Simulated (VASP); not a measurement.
# TiB: single point with LDA

Crystal: TiB.

```
Ti B
1.0
     0.00000    2.12865    2.12865
     2.12865    0.00000    2.12865
     2.12865    2.12865    0.00000
Ti B
1 1
Direct
  0.25000 0.25000 0.25000
  0.00000 0.00000 0.00000
```

```yaml
Program: VASP 6.6.1
Task: single point
Functional: LDA
Potentials_or_basis: VASP PAW LDA potentials, release 64 (Ti_sv, B)
Cutoff: 500 eV
k_mesh: 9 × 9 × 9
Occupations: methfessel-paxton, width 0.1 eV
Spin: no spin polarisation
Dipole_correction: no
Further_INCAR_settings: ALGO = Normal; EDIFF = 1e-06; NBANDS = 14
```

The pressure is 90.0 GPa.

Levels at points of the mesh, in eV from the Fermi level:
```
           k point  band 4  band 5  band 6  band 7  band 8  band 9  band 10  band 11  band 12  band 13
(0.00, 0.00, 0.00)  -30.83   -8.83   -1.88   -1.88   -1.88    3.08     3.08    11.96    12.32    12.32
```

Run time: 12 s on 1 thread of Intel Xeon 8259CL (shared host), peak memory 0.13 GiB.
